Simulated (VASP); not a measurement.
# Ti3Al (P-6m2) in VASP: notebook

The runs below take Ti3Al through single point, with PBE.

Everything below comes from runs of VASP 6.6.1. Logs are shortened: lines on timing, memory, paths and dates and some standing lists are left out, and cuts for length are marked.

### Step 1. The cell of the first run

It takes space group P-6m2 (No. 187, hexagonal). Conventional cell: a = 2.904 Å, b = 2.904 Å, c = 9.395 Å, α = 90.00°, β = 90.00°, γ = 120.00°. Within 3.8 Å of Ti (site symmetry -6m2) lie 12 Ti at 2.90 to 3.01 Å. Ti (site symmetry 3m) has 3 Al at 2.77 Å and 9 Ti at 2.90 to 3.01 Å within 3.6 Å. Within 3.6 Å of Al (site symmetry -6m2) lie 6 Ti at 2.77 Å and 6 Al at 2.90 Å.

### Step 2. Single point, PBE

Input file INCAR:

```
PREC = Accurate
ENCUT = 520
EDIFF = 1E-6
ISMEAR = 0
SIGMA = 0.15
LREAL = False
LASPH = True
NELM = 100
ALGO = Fast
ISIF = 2
LWAVE = False
LCHARG = False
GGA = PE
NBANDS = 28
```

Input file KPOINTS:

```
Automatic mesh
0
Gamma
  15 15 6
```

Input file POSCAR:

```
Ti3Al
1.0
    2.9041494217      0.0000000000      0.0000000000
   -1.4520747109      2.5150671756      0.0000000000
    0.0000000000      0.0000000000      9.3949233792
Ti Al
3 1
Direct
    0.6666666667      0.3333333333      0.0000000000
    0.3333333333      0.6666666667      0.7342089107
    0.3333333333      0.6666666667      0.2657910893
    0.6666666667      0.3333333333      0.5000000000
```

Potentials or basis: VASP PAW PBE potentials, release 64 (Ti_sv, Al).

Started as:

```bash
cat potpaw_PBE.64/Ti_sv/POTCAR potpaw_PBE.64/Al/POTCAR > POTCAR
mpirun -np 1 vasp_std > vasp.out
```

OUTCAR:

```text
PREC = Accurate
   ENCUT = 520
   EDIFF = 1E-6
   ISMEAR = 0
   LREAL = False
   LASPH = True
   NELM = 100
   ISIF = 2
   GGA = PE

 ion  position               nearest neighbor table
   1  0.667  0.333  0.000-
   2  0.333  0.667  0.734-   4 2.77   4 2.77   4 2.77
   3  0.333  0.667  0.266-   4 2.77   4 2.77   4 2.77
   4  0.667  0.333  0.500-   2 2.77   3 2.77   2 2.77   3 2.77   2 2.77   3 2.77

  LATTYP: Found a hexagonal cell.
 ALAT       =     2.9041494217
 C/A-ratio  =     3.2350000000

  Lattice vectors:

 A1 = (   2.9041494217,   0.0000000000,   0.0000000000)
 A2 = (  -1.4520747109,   2.5150671756,   0.0000000000)
 A3 = (   0.0000000000,   0.0000000000,   9.3949233792)

Analysis of symmetry for initial positions (statically):
=====================================================================
 Subroutine PRICEL returns:
 Original cell was already a primitive cell.

 Routine SETGRP: Setting up the symmetry group for a
 hexagonal supercell.

 Subroutine GETGRP returns: Found 12 space group operations
 (whereof 12 operations were pure point group operations)
 out of a pool of 24 trial point group operations.

The static configuration has the point symmetry D_3h.

Analysis of symmetry for dynamics (positions and initial velocities):
=====================================================================
 Subroutine PRICEL returns:
 Original cell was already a primitive cell.

 Routine SETGRP: Setting up the symmetry group for a
 hexagonal supercell.

 Subroutine GETGRP returns: Found 12 space group operations
 (whereof 12 operations were pure point group operations)
 out of a pool of 24 trial point group operations.

The dynamic configuration has the point symmetry D_3h.

 Subroutine INISYM returns: Found 12 space group operations
 (whereof 12 operations are pure point group operations),
 and found     1 'primitive' translations

----------------------------------------------------------------------------------------

                                     Primitive cell

  volume of cell :      68.6218

  direct lattice vectors                    reciprocal lattice vectors
     2.904149422  0.000000000  0.000000000     0.344334900  0.198801847  0.000000000
    -1.452074711  2.515067176  0.000000000     0.000000000  0.397603694  0.000000000
     0.000000000  0.000000000  9.394923379     0.000000000  0.000000000  0.106440464

  length of vectors
     2.904149422  2.904149422  9.394923379     0.397603694  0.397603694  0.106440464

  position of ions in fractional coordinates (direct lattice)
     0.666666667  0.333333333  0.000000000
     0.333333333  0.666666667  0.734208911
     0.333333333  0.666666667  0.265791089
     0.666666667  0.333333333  0.500000000

  ion indices of the primitive-cell ions
   primitive index   ion index
                 1           1
                 2           2
                 3           3
                 4           4

----------------------------------------------------------------------------------------

 KPOINTS: Automatic mesh

Automatic generation of k-mesh.
 Grid dimensions read from file:
 generate k-points for:   15   15    6

 Generating k-lattice:

  Cartesian coordinates                     Fractional coordinates (reciprocal lattice)
     0.022955660  0.013253456  0.000000000     0.066666667 -0.000000000  0.000000000
     0.000000000  0.026506913  0.000000000     0.000000000  0.066666667  0.000000000
     0.000000000  0.000000000  0.017740077     0.000000000  0.000000000  0.166666667

  Length of vectors
     0.026506913  0.026506913  0.017740077

  Shift w.r.t. Gamma in fractional coordinates (k-lattice)
     0.000000000  0.000000000  0.000000000

 Subroutine IBZKPT returns following result:
 ===========================================

 Found    108 irreducible k-points:

 Following reciprocal coordinates:
            Coordinates               Weight
  0.000000  0.000000  0.000000      1.000000
  0.066667  0.000000  0.000000      6.000000
  0.133333  0.000000  0.000000      6.000000
  0.200000  0.000000  0.000000      6.000000
  0.266667  0.000000  0.000000      6.000000
  0.333333  0.000000  0.000000      6.000000
[... 16 lines left out ...]
  0.333333  0.200000  0.000000     12.000000
  0.400000  0.200000  0.000000      6.000000
 [... further k-points ...]
   k-points           NKPTS =    108   k-points in BZ     NKDIM =    108   number of bands    NBANDS=     28
   number of dos      NEDOS =    301   number of ions     NIONS =      4
   total plane-waves  NPLWV =  40320
   dimension x,y,z NGX =    24 NGY =   24 NGZ =   70
   dimension x,y,z NGXF=    48 NGYF=   48 NGZF=  140
   ions per type =               3   1
   NGX,Y,Z   is equivalent  to a cutoff of  13.74, 13.74, 12.39 a.u.
   NGXF,Y,Z  is equivalent  to a cutoff of  27.48, 27.48, 24.77 a.u.
 SYSTEM =  unknown system
   PREC   = accura    normal or accurate (medium, high low for compatibility)
   ISTART =      0    job   : 0-new  1-cont  2-samecut
   ICHARG =      2    charge: 1-file 2-atom 10-const
   ISPIN  =      1    spin polarized calculation?
   LNONCOLLINEAR =      F non collinear calculations
   LSORBIT =      F    spin-orbit coupling
   LASPH  =      T    aspherical Exc in radial PAW
   ENCUT  =  520.0 eV  38.22 Ry    6.18 a.u.   5.40  5.40 17.47*2*pi/ulx,y,z
   NELM   =    100;   NELMIN=  2; NELMDL= -5     # of ELM steps
   EDIFF  = 0.1E-05   stopping-criterion for ELM
   LREAL  =      F    real-space projection
   EDIFFG = 0.1E-04   stopping-criterion for IOM
   NSW    =      0    number of steps for IOM
   IBRION =     -1    ionic relax: 0-MD 1-quasi-New 2-CG
   NFREE  =      0    steps in history (QN), initial steepest desc. (CG)
   ISIF   =      2    stress and relaxation
   ISYM   =      2    0-nonsym 1-usesym 2-fastsym
   POTIM  = 0.5000    time-step for ionic-motion
   TEBEG  =    0.0;   TEEND  =   0.0 temperature during run
   PSTRESS=    0.0 pullay stress
   NELECT =      39.0000    total number of electrons
   NUPDOWN=      -1.0000    fix difference up-down
   EMIN   =  10.00;   EMAX   =-10.00  energy-range for DOS
   EFERMI =   0.00;   METHOD = LEGACY
   ISMEAR =     0;   SIGMA  =   0.15  broadening in eV -4-tet -1-fermi 0-gaus
   EFERMI_NEDOS =   21; number of points for ismear=-14 and -15
   IALGO  =     68    algorithm
   IMIX   =      4    mixing-type and parameters
     AMIX     =   0.40;   BMIX     =  1.00
     AMIX_MAG =   1.60;   BMIX_MAG =  1.00
  volume/ion in A,a.u.               =      17.16       115.77
  Fermi-wavevector in a.u.,A,eV,Ry     =   1.356050  2.562563 25.019375  1.838872
  Thomas-Fermi vector in A             =   2.483086
   LORBIT       =      0    0 simple, 1 ext, 2 COOP (PROOUT), +10 PAW based schemes
   GGA     = PE    functional components
   LHFCALC =     F    Hartree Fock is set to
   AEXX    =    0.0000 exact exchange contribution
   IVDW    =     0    specifies the selected vdW correction
   LEPSILON=     F    determine dielectric tensor
   LRPA    =     F    only Hartree local field effects (RPA)
 non-spin polarized calculation
 RMM-DIIS sequential band-by-band and
 Gauss-broadening in eV      SIGMA  =   0.15
  energy-cutoff  :      520.00
  volume of cell :       68.62
 maximum number of plane-waves:      1907
 NGX is ok and might be reduce to    24

 number of electron      38.9999995 magnetization

 Free energy of the ion-electron system (eV)
  ---------------------------------------------------
  ext. energy  EPLUGINS =         0.00000000
  ---------------------------------------------------
  free energy    TOTEN  =       -27.63205666 eV

  energy without entropy =      -27.57740240  energy(sigma->0) =      -27.60472953

 E-fermi :   7.9273     XC(G=0): -11.1821

 val. band max:        7.9250189827   @ k =   0.2000   0.0000   0.0000
 cond. band min:       7.9300621133   @ k =   0.2000   0.0667   0.3333
 fundamental gap:      0.0050431305
 Fermi energy:         7.9273102053

 k-point     1 :       0.0000    0.0000    0.0000
  band No.  band energies     occupation
      1     -48.8600      2.00000
      2     -48.7055      2.00000
      3     -48.7003      2.00000
      4     -25.2572      2.00000
      5     -25.0072      2.00000
      6     -24.8791      2.00000
[... 20 lines left out ...]
     27      10.1847      0.00000
     28      10.5676      0.00000

 k-point     2 :       0.0667    0.0000    0.0000
  band No.  band energies     occupation
      1     -48.8563      2.00000
      2     -48.7020      2.00000
      3     -48.6970      2.00000
      4     -25.2510      2.00000
      5     -25.0056      2.00000
      6     -24.8796      2.00000
[... 20 lines left out ...]
     27      10.1350      0.00000
     28      10.5224      0.00000

 k-point     3 :       0.1333    0.0000    0.0000
  band No.  band energies     occupation
      1     -48.8460      2.00000
      2     -48.6921      2.00000
      3     -48.6877      2.00000
      4     -25.2336      2.00000
      5     -25.0050      2.00000
      6     -24.8822      2.00000
[... 20 lines left out ...]
     27      10.0184      0.00000
     28      10.4016      0.00000

 k-point     4 :       0.2000    0.0000    0.0000
  band No.  band energies     occupation
      1     -48.8307      2.00000
      2     -48.6775      2.00000
      3     -48.6739      2.00000
      4     -25.2081      2.00000
      5     -25.0280      2.00000
      6     -24.9161      2.00000
[... 578 lines left out ...]
     27      10.5341      0.00000
     28      11.0691      0.00000

 k-point    23 :       0.3333    0.2000    0.0000
  band No.  band energies     occupation
      1     -48.7712      2.00000
      2     -48.6206      2.00000
      3     -48.6202      2.00000
      4     -25.2436      2.00000
      5     -25.1589      2.00000
      6     -25.0892      2.00000
[... 20 lines left out ...]
     27      10.7231      0.00000
     28      11.0915      0.00000

 k-point    24 :       0.4000    0.2000    0.0000
  band No.  band energies     occupation
      1     -48.7682      2.00000
      2     -48.6177      2.00000
      3     -48.6175      2.00000
      4     -25.2535      2.00000
      5     -25.1623      2.00000
      6     -25.0969      2.00000
[... 20 lines left out ...]
     27      10.8345      0.00000
     28      11.1542      0.00000

 [... further k-points ...]

------------------------ aborting loop because EDIFF is reached ----------------------------------------

  FORCE on cell =-STRESS in cart. coord.  units (eV):
  Direction    XX          YY          ZZ          XY          YZ          ZX
  --------------------------------------------------------------------------------------
  -------------------------------------------------------------------------------------
  Total        0.0904377      0.0904377      0.1227319     -0.0000000      0.0000000      0.0000000
  in kB        2.1115351      2.1115351      2.8655381     -0.0000000      0.0000000      0.0000000
  external PRESSURE =       2.3628694 kB  Pullay stress =       0.0000000 kB

 VOLUME and BASIS-vectors are now :
 -----------------------------------------------------------------------------
  energy-cutoff  :      520.00
  volume of cell :       68.62
      direct lattice vectors                 reciprocal lattice vectors
     2.904149422  0.000000000  0.000000000     0.344334900  0.198801847  0.000000000
    -1.452074711  2.515067176  0.000000000     0.000000000  0.397603694  0.000000000
     0.000000000  0.000000000  9.394923379     0.000000000  0.000000000  0.106440464

 POSITION                                       TOTAL-FORCE (eV/Angst)
 -----------------------------------------------------------------------------------
      1.45207      0.83836      0.00000        -0.000000     -0.000000      0.000000
     -0.00000      1.67671      6.89784         0.000000      0.000000      0.987023
     -0.00000      1.67671      2.49709         0.000000     -0.000000     -0.987023
      1.45207      0.83836      4.69746        -0.000000     -0.000000      0.000000
 -----------------------------------------------------------------------------------
    total drift:                                0.000000     -0.000000     -0.000000

  FREE ENERGIE OF THE ION-ELECTRON SYSTEM (eV)
  ---------------------------------------------------
  free  energy   TOTEN  =       -27.6320566572 eV

  energy  without entropy=      -27.5774023979  energy(sigma->0) =      -27.60472953
```

Run time: 11 min. Hardware: 1 thread of Intel Xeon 6975P-C (Granite Rapids), shared host; peak memory 0.31 GiB.

Results:

| Quantity | Value |
| --- | --- |
| Free energy | -27.6321 eV |
| Pressure | 0.2 GPa |
| Largest force | 0.987 eV/Å |
| Band gap on the k mesh | zero (an odd number of electrons rules out a gap without spin polarisation) |

Forces in eV/Å, atoms in the order of the input:
```
Ti   0.000  0.000  0.000
Ti   0.000  0.000  0.987
Ti   0.000  0.000 -0.987
Al   0.000  0.000  0.000
```

### Step 3. Single point, PBE

Input file INCAR:

```
SYSTEM = Ti3Al
PREC = Accurate
ENCUT = 520
EDIFF = 1E-6
ISMEAR = 0
SIGMA = 0.15
LREAL = .False.
LASPH = .True.
NELM = 100
ALGO = Fast
ISIF = 2
LWAVE = .False.
LCHARG = .False.
GGA = PE
NBANDS = 28
```

Input file KPOINTS:

```
Automatic mesh
0
Gamma
  15 15 6
  0 0 0
```

Input file POSCAR:

```
Ti3Al
1.0
    2.9041494217      0.0000000000      0.0000000000
   -1.4520747109      2.5150671756      0.0000000000
    0.0000000000      0.0000000000      9.3949233792
Ti Al
3 1
Direct
    0.6666666667      0.3333333333      0.0000000000
    0.3333333333      0.6666666667      0.7558737898
    0.3333333333      0.6666666667      0.2441262102
    0.6666666667      0.3333333333      0.5000000000
```

Potentials or basis: VASP PAW PBE potentials, release 64 (Ti_sv, Al).

Started as:

```bash
cat potpaw_PBE.64/Ti_sv/POTCAR potpaw_PBE.64/Al/POTCAR > POTCAR
mpirun -np 1 vasp_std > vasp.out
```

Wall time 11 min (1 thread of Intel Xeon 6975P-C (Granite Rapids), shared host); peak memory 0.32 GiB.

The run converged. Its results:

```yaml
Free_energy: -27.7532 eV
Pressure: 0.0 GPa
Largest_force: 0.412 eV/Å
Band_gap_on_the_k_mesh: zero (an odd number of electrons rules out a gap without spin polarisation)
```

Forces on the atoms (eV/Å):
```
Ti   0.000  0.000  0.000
Ti   0.000  0.000 -0.412
Ti   0.000  0.000  0.412
Al   0.000  0.000  0.000
```

Stress tensor (GPa, compression positive):
```
 1.55  0.00  0.00
 0.00  1.55  0.00
 0.00  0.00 -2.98
```

Levels at points of the mesh, in eV from the Fermi level:
| k point | band 16 | band 17 | band 18 | band 19 | band 20 | band 21 | band 22 | band 23 | band 24 | band 25 |
| --- | --- | --- | --- | --- | --- | --- | --- | --- | --- | --- |
| (0.00, 0.00, 0.00) | -2.55 | -1.06 | 0.46 | 0.72 | 0.85 | 0.85 | 0.92 | 0.92 | 1.23 | 1.23 |
| (0.00, 0.00, 0.50) | -3.28 | -1.26 | 0.41 | 0.75 | 0.85 | 0.85 | 0.91 | 0.91 | 1.23 | 1.23 |

### Step 4. Single point, PBE

This run uses another cell than the first one, of the same volume but with other edges.

Input file INCAR:

```
PREC     = Accurate       # precision mode
ENCUT    = 520            # plane-wave cutoff, eV
EDIFF    = 1E-7           # SCF threshold, eV
ISMEAR   = 0              # smearing method
SIGMA    = 0.15           # smearing width, eV
LREAL    = False          # projectors in reciprocal space
LASPH    = True           # aspherical terms in the spheres
NELM     = 100            # most SCF steps
ALGO     = Fast           # electronic algorithm
ISIF     = 2              # what is computed and relaxed
LWAVE    = False          # write WAVECAR
LCHARG   = False          # write CHGCAR
GGA      = PE             # functional
NBANDS   = 28             # bands
```

Input file KPOINTS:

```
Automatic mesh
0
Gamma
  15 15 6
```

Input file POSCAR:

```
Ti3Al
1.0
    2.8555218141      0.0000000000      0.0000000000
   -1.4277609070      2.4729544320      0.0000000000
    0.0000000000      0.0000000000      9.7176262854
Ti Al
3 1
Direct
    0.6666666667      0.3333333333      0.0000000000
    0.3333333333      0.6666666667      0.7558737898
    0.3333333333      0.6666666667      0.2441262102
    0.6666666667      0.3333333333      0.5000000000
```

Started as:

```bash
cat potpaw_PBE.64/Ti_sv/POTCAR potpaw_PBE.64/Al/POTCAR > POTCAR
mpirun -np 1 vasp_std > vasp.out
```

Run time: 17 min. Hardware: 1 thread of Intel Xeon 6975P-C (Granite Rapids), shared host; peak memory 0.31 GiB.

The run converged. Its results:

- Free energy: -27.6362 eV
- Pressure: 0.0 GPa
- Largest force: 0.482 eV/Å
- Band gap on the k mesh: zero (an odd number of electrons rules out a gap without spin polarisation)

Forces in eV/Å, atoms in the order of the input:
```
Ti   0.000  0.000  0.000
Ti   0.000  0.000 -0.482
Ti   0.000  0.000  0.482
Al   0.000  0.000  0.000
```

Stress tensor (GPa, compression positive):
```
 3.81  0.00  0.00
 0.00  3.81  0.00
 0.00  0.00 -7.51
```

Levels at points of the mesh, in eV from the Fermi level:
```
           k point  band 17  band 18  band 19  band 20  band 21  band 22
(0.00, 0.00, 0.00)    -1.40     0.16     0.43     0.94     0.94     1.01
(0.00, 0.00, 0.50)    -1.49     0.13     0.45     0.94     0.94     1.01
```

(Continued in part 2 of 2.)
